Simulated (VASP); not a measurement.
Write the native input for VASP 6.6.1 that does the following.

```yaml
Task: single point
Functional: r2SCAN
Potentials_or_basis: VASP PAW PBE potentials, release 64 (Se, Zn)
Cutoff: 520 eV
k_mesh: 12 × 12 × 12
Occupations: gaussian, width 0.05 eV
Spin: no spin polarisation
Dipole_correction: no
Further_INCAR_settings: ALGO = Normal; EDIFF = 1e-07; NBANDS = 16
```

The system is ZnSe.

```xyz
2
Lattice="0.0000 2.5851 2.5851 2.5851 0.0000 2.5851 2.5851 2.5851 0.0000" Properties=species:S:1:pos:R:3 pbc="T T T"
Se    0.0000    0.0000    0.0000
Zn    2.5851    2.5851    2.5851
```

The input as run:

POSCAR

```
ZnSe
1.0
    0.0000000000      2.5851072935      2.5851072935
    2.5851072935      0.0000000000      2.5851072935
    2.5851072935      2.5851072935      0.0000000000
Se Zn
1 1
Direct
    0.0000000000      0.0000000000      0.0000000000
    0.5000000000      0.5000000000      0.5000000000
```

INCAR.step1

```
ALGO = Normal
EDIFF = 1E-4
ENCUT = 520
GGA = PE
ISMEAR = 0
LASPH = T
LCHARG = F
LREAL = F
LWAVE = T
NBANDS = 16
NELM = 80
PREC = Accurate
SIGMA = 0.05
```

INCAR.step2

```
ALGO = Normal
EDIFF = 1E-7
ENCUT = 520
ISIF = 2
ISMEAR = 0
ISTART = 1
LASPH = T
LCHARG = F
LMIXTAU = T
LREAL = F
LWAVE = F
METAGGA = R2SCAN
NBANDS = 16
NELM = 80
PREC = Accurate
SIGMA = 0.05
```

KPOINTS

```
k-points
0
Gamma
  12 12 12
```

Potentials or basis: VASP PAW PBE potentials, release 64 (Se, Zn).

Command:

```sh
$ cat potpaw_PBE.64/Se/POTCAR potpaw_PBE.64/Zn/POTCAR > POTCAR
$ cp INCAR.step1 INCAR
$ mpirun -np 1 vasp_std > vasp.out
$ cp INCAR.step2 INCAR
$ mpirun -np 1 vasp_std > vasp.out
```

It gave:

```json
{
  "Pressure": "8.4 GPa",
  "Band gap on the k mesh": "zero (bands 9 and 10 overlap by 0.70 eV)"
}
```

Caveat: the cell stands under pressure; semilocal functionals underestimate gaps, so a narrow gap can read as zero; the PAW data sets were made with another functional, which shifts forces and pressure a little.

Run time: 2.1 min on 1 thread of Intel(R) Xeon(R) 6975P-C (Granite Rapids) (shared host), peak memory 0.19 GiB.
